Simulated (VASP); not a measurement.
# Ti16H2N in VASP: single point with PBE+D3(BJ)

Aim: the single point of Ti16H2N with PBE+D3(BJ).

All numbers are computed with VASP 6.6.1; they aren't measurements. Logs are shortened: lines on timing, memory, paths and dates and some standing lists are left out, and cuts for length are marked.

**1. The cell of the first run**

The cell holds a slab with vacuum, 19 atoms: a = 5.773 Å, b = 5.773 Å, c = 25.475 Å, α = 90.00°, β = 90.00°, γ = 120.00°.

**2. Single point, PBE+D3(BJ)**

Input file INCAR:

```
PREC = Accurate
ENCUT = 520
EDIFF = 1E-7
ISMEAR = 0
SIGMA = 0.1
LREAL = Auto
LASPH = True
NELM = 100
ALGO = Normal
ISIF = 2
LWAVE = False
LCHARG = False
LDIPOL = True
IDIPOL = 3
DIPOL = 0.5 0.5 0.482
GGA = PE
IVDW = 12
NBANDS = 114
```

Input file KPOINTS:

```
Automatic mesh
0
Gamma
  4 4 1
```

Input file POSCAR:

```
Ti16H2N
1.0
    5.7729299511      0.0000000000      0.0000000000
   -2.8864649755      4.9995039919      0.0000000000
    0.0000000000      0.0000000000     25.4749747967
Ti N H
16 1 2
Direct
    0.3333333333      0.1666666667      0.3140336767
    0.3333333333      0.6666666667      0.3140336767
    0.8333333333      0.1666666667      0.3140336767
    0.8333333333      0.6666666667      0.3140336767
    0.1666666667      0.3333333333      0.4038096697
    0.1666666667      0.8333333333      0.4038096697
    0.6666666667      0.3333333333      0.4038096697
    0.6666666667      0.8333333333      0.4038096697
    0.3325657765      0.1636962481      0.4968231655
    0.3307459860      0.6613227420      0.4966611036
    0.8313234858      0.1636551979      0.4968223457
    0.8380566842      0.6759327599      0.4974499495
    0.1650321034      0.3297295502      0.5831702951
    0.1755860044      0.8310599624      0.5844135692
    0.6709536413      0.3415252266      0.5795779339
    0.6557471300      0.8309961811      0.5844239302
    0.0029932663      0.0057908148      0.6384797338
    0.0688931955      0.1382510848      0.6694684899
   -0.0903147871     -0.1816782225      0.6565538374
```

Potentials or basis: VASP PAW PBE potentials, release 64 (Ti_sv, N, H).

The run is started by

```bash
$ cat potpaw_PBE.64/Ti_sv/POTCAR potpaw_PBE.64/N/POTCAR potpaw_PBE.64/H/POTCAR > POTCAR
$ mpirun -np 1 vasp_std > vasp.out
```

OUTCAR:

```text
PREC = Accurate
   ENCUT = 520
   EDIFF = 1E-7
   ISMEAR = 0
   LREAL = Auto
   LASPH = True
   NELM = 100
   ISIF = 2
   GGA = PE
   IVDW = 12
 IVDW          = 12

 ion  position               nearest neighbor table
   1  0.333  0.167  0.314-   5 2.83   6 2.83   7 2.83   2 2.89   2 2.89   3 2.89   3 2.89   4 2.89
                             4 2.89
   2  0.333  0.667  0.314-   6 2.83   5 2.83   8 2.83   1 2.89   1 2.89   4 2.89   4 2.89   3 2.89
                             3 2.89
   3  0.833  0.167  0.314-   7 2.83   8 2.83   5 2.83   4 2.89   4 2.89   1 2.89   1 2.89   2 2.89
                             2 2.89
   4  0.833  0.667  0.314-   8 2.83   7 2.83   6 2.83   3 2.89   3 2.89   2 2.89   2 2.89   1 2.89
                             1 2.89
   5  0.167  0.333  0.404-   1 2.83   2 2.83   3 2.83  10 2.88   6 2.89   6 2.89   7 2.89   7 2.89
                             8 2.89   8 2.89  11 2.90   9 2.90
   6  0.167  0.833  0.404-   2 2.83   1 2.83   4 2.83   5 2.89   5 2.89   8 2.89   8 2.89   7 2.89
                             7 2.89   9 2.89  12 2.90  10 2.90
   7  0.667  0.333  0.404-   3 2.83   4 2.83   1 2.83   8 2.89   8 2.89   5 2.89   5 2.89   6 2.89
                             6 2.89   9 2.90  11 2.90
   8  0.667  0.833  0.404-   4 2.83   3 2.83   2 2.83   7 2.89   7 2.89   6 2.89   6 2.89   5 2.89
                             5 2.89  11 2.89  12 2.90  10 2.90
   9  0.333  0.164  0.497-  15 2.70  13 2.76  14 2.78  12 2.84  10 2.88  11 2.88   6 2.89  11 2.89
                            10 2.89   7 2.90   5 2.90
  10  0.331  0.661  0.497-  13 2.76  14 2.76  16 2.76   9 2.88  11 2.88   5 2.88  12 2.89  12 2.89
                            11 2.89   9 2.89   8 2.90   6 2.90
  11  0.831  0.164  0.497-  15 2.70  13 2.76  16 2.78  12 2.84  10 2.88   9 2.88   8 2.89   9 2.89
                            10 2.89   7 2.90   5 2.90
  12  0.838  0.676  0.497-  15 2.68  16 2.79  14 2.79  11 2.84   9 2.84  10 2.89  10 2.89   6 2.90
                             8 2.90
  13  0.165  0.330  0.583-  17 2.15  10 2.76   9 2.76  11 2.76  16 2.86  14 2.86  15 2.89  15 2.89
                            14 2.91  16 2.91
  14  0.176  0.831  0.584-  17 2.22  10 2.76  16 2.77   9 2.78  12 2.79  13 2.86  15 2.87  15 2.91
                            13 2.91
  15  0.671  0.342  0.580-  12 2.68  11 2.70   9 2.70  16 2.87  14 2.87  13 2.89  13 2.89  14 2.91
                            16 2.91
  16  0.656  0.831  0.584-  17 2.22  10 2.76  14 2.77  11 2.78  12 2.79  13 2.86  15 2.87  15 2.91
                            13 2.91
  17  0.003  0.006  0.638-  18 1.03  19 1.04  13 2.15  16 2.22  14 2.22
  18  0.069  0.138  0.669-  17 1.03
  19  0.910  0.818  0.657-  17 1.04

  LATTYP: Found a hexagonal cell.
 ALAT       =     5.7729299511
 C/A-ratio  =     4.4128328271

  Lattice vectors:

 A1 = (   5.7729299511,   0.0000000000,   0.0000000000)
 A2 = (  -2.8864649755,   4.9995039919,   0.0000000000)
 A3 = (   0.0000000000,   0.0000000000,  25.4749747967)

Analysis of symmetry for initial positions (statically):
=====================================================================
[... 166 lines left out ...]
  Thomas-Fermi vector in A             =   2.194290
   LORBIT       =      0    0 simple, 1 ext, 2 COOP (PROOUT), +10 PAW based schemes
   GGA     = PE    functional components
   LHFCALC =     F    Hartree Fock is set to
   AEXX    =    0.0000 exact exchange contribution
   IVDW    =    12    specifies the selected vdW correction
   LEPSILON=     F    determine dielectric tensor
   LRPA    =     F    only Hartree local field effects (RPA)
 non-spin polarized calculation
 Gauss-broadening in eV      SIGMA  =   0.10
  energy-cutoff  :      520.00
  volume of cell :      735.25
 maximum number of plane-waves:     19799
 NGX is ok and might be reduce to    48
   NGX = 21   NGY = 21   NGZ = 95

 dipolmoment           0.000000      0.000000      0.556165 electrons x Angstroem

 number of electron     198.9999995 magnetization

 dipolmoment           0.000000      0.000000     -0.195068 electrons x Angstroem

 Free energy of the ion-electron system (eV)
  ---------------------------------------------------
  ext. energy  EPLUGINS =         0.00000000
  ---------------------------------------------------
  free energy    TOTEN  =      -135.66862224 eV

  energy without entropy =     -135.53855112  energy(sigma->0) =     -135.60358668

 E-fermi :   0.9605     XC(G=0):  -5.2467

 val. band max:        0.9484343616   @ k =   0.2500  -0.0000   0.0000
 cond. band min:       0.9644220038   @ k =   0.5000   0.5000   0.0000
 fundamental gap:      0.0159876422
 Fermi energy:         0.9604551245

 k-point     1 :       0.0000    0.0000    0.0000
  band No.  band energies     occupation
      1     -55.9379      2.00000
      2     -55.8936      2.00000
      3     -55.8442      2.00000
      4     -55.8435      2.00000
      5     -55.8428      2.00000
      6     -55.8094      2.00000
[... 1129 lines left out ...]
    110       1.4173      0.00000
    111       1.5123      0.00000
 [bands above 111 left out]

------------------------ aborting loop because EDIFF is reached ----------------------------------------

 vacuum level on the upper side and lower side of the slab       (xc-potential included)        -0.722         0.475

 Edisp (eV)   -7.80739

 E8    (eV) :    -3.7836

  FORCE on cell =-STRESS in cart. coord.  units (eV):
  Direction    XX          YY          ZZ          XY          YZ          ZX
  --------------------------------------------------------------------------------------
  -------------------------------------------------------------------------------------
  Total      -3.16424    -3.31332    -5.04417     0.00431    -0.07385    -0.00911
  in kB      -6.89514    -7.22000   -10.99166     0.00939    -0.16093    -0.01985
  external pressure =       -8.37 kB  Pullay stress =        0.00 kB

 VOLUME and BASIS-vectors are now :
 -----------------------------------------------------------------------------
  energy-cutoff  :      520.00
  volume of cell :      735.25
      direct lattice vectors                 reciprocal lattice vectors
     5.772929951  0.000000000  0.000000000     0.173222265  0.100009921  0.000000000
    -2.886464976  4.999503992  0.000000000     0.000000000  0.200019842  0.000000000
     0.000000000  0.000000000 25.474974797     0.000000000  0.000000000  0.039254210

 POSITION                                       TOTAL-FORCE (eV/Angst)
 -----------------------------------------------------------------------------------
      1.44323      0.83325      8.00000         0.010194     -0.003005      0.532061
     -0.00000      3.33300      8.00000        -0.000260      0.017615      0.489428
      4.32970      0.83325      8.00000        -0.010800     -0.003008      0.532013
      2.88646      3.33300      8.00000        -0.000276     -0.000391      0.537706
      0.00000      1.66650     10.28704        -0.000183     -0.082418     -0.549391
     -1.44323      4.16625     10.28704        -0.025975     -0.004584     -0.486922
[... 11 lines left out ...]
     -0.00134      0.69119     17.05469        -0.000034      0.006650     -0.007666
      2.88949      4.09120     16.72569        -0.000960     -0.021903     -0.002938
 -----------------------------------------------------------------------------------
    total drift:                                0.007455      0.005643      0.078247

  FREE ENERGIE OF THE ION-ELECTRON SYSTEM (eV)
  ---------------------------------------------------
  free  energy   TOTEN  =      -143.4760128366 eV

  energy  without entropy=     -143.3459417187  energy(sigma->0) =     -143.41097728

 vacuum level on the upper side and lower side of the slab         4.158         5.376
```

OSZICAR:

```text
N       E                     dE             d eps       ncg     rms          rms(c)
DAV:   1     0.268064051387E+04    0.26806E+04   -0.10758E+05  2584   0.179E+03
DAV:   2     0.258099622117E+03   -0.24225E+04   -0.23858E+04  2330   0.581E+02
DAV:   3    -0.758355734820E+02   -0.33394E+03   -0.32489E+03  3518   0.189E+02
[... 43 lines left out ...]
DAV:  47    -0.135668619602E+03   -0.45568E-05   -0.45651E-07  1792   0.323E-03    0.734E-04
DAV:  48    -0.135668621057E+03   -0.14550E-05   -0.19274E-07  1880   0.189E-03    0.814E-04
DAV:  49    -0.135668621754E+03   -0.69678E-06   -0.45763E-08  1536   0.100E-03    0.765E-04
DAV:  50    -0.135668622151E+03   -0.39630E-06   -0.25603E-08  1512   0.782E-04    0.323E-04
DAV:  51    -0.135668622235E+03   -0.84874E-07   -0.83387E-09  1384   0.670E-04
   1 F= -.14347601E+03 E0= -.14341098E+03  d E =-.130071E+00
```

stdout:

```text
POSCAR found type information on POSCAR TiN H
 POSCAR found :  3 types and      19 ions
 scaLAPACK will be used
 LDA part: xc-table for (Slater+PW92), standard interpolation
 POSCAR, INCAR and KPOINTS ok, starting setup
 FFT: planning ... GRIDC
 FFT: planning ... GRID_SOFT
 FFT: planning ... GRID
 WAVECAR not read
 entering main loop
```

Run time: 47 min. Hardware: 1 thread of Intel Xeon 6975P-C (Granite Rapids), shared host; peak memory 1.1 GiB.

What came out:

```
Free energy                : -143.4760 eV
Largest force              : 0.556 eV/Å
Band gap on the k mesh     : zero (an odd number of electrons rules out a gap without spin polarisation)
Dispersion energy per atom : -0.411 eV
```

Forces on the atoms (eV/Å):
```
Ti   0.010 -0.003  0.532
Ti   0.000  0.018  0.489
Ti  -0.011 -0.003  0.532
Ti   0.000  0.000  0.538
Ti   0.000 -0.082 -0.549
Ti  -0.026 -0.005 -0.487
Ti   0.000  0.084 -0.480
Ti   0.025 -0.005 -0.487
Ti   0.001 -0.004 -0.001
Ti   0.001 -0.001 -0.003
Ti  -0.003 -0.004  0.000
Ti   0.000  0.007  0.001
Ti   0.001  0.001 -0.034
Ti   0.017 -0.001 -0.018
Ti   0.001  0.011 -0.023
Ti  -0.014 -0.002 -0.016
N   -0.001  0.005  0.017
H    0.000  0.007 -0.008
H   -0.001 -0.022 -0.003
```

Levels at points of the mesh, in eV from the Fermi level:
```tsv
k point	band 97	band 98	band 99	band 100	band 101	band 102	band 103	band 104	band 105	band 106
(0.00, 0.00, 0.00)	0.10	0.23	0.43	0.47	0.48	0.51	0.70	0.73	0.74	0.75
(0.50, 0.00, 0.00)	-0.31	-0.30	-0.28	-0.15	-0.11	0.00	0.04	0.11	0.18	0.20
(0.00, 0.50, 0.00)	-0.31	-0.30	-0.23	-0.18	-0.11	-0.04	0.02	0.12	0.17	0.19
(0.50, 0.50, 0.00)	-0.31	-0.30	-0.28	-0.15	-0.11	0.00	0.04	0.11	0.18	0.20
```
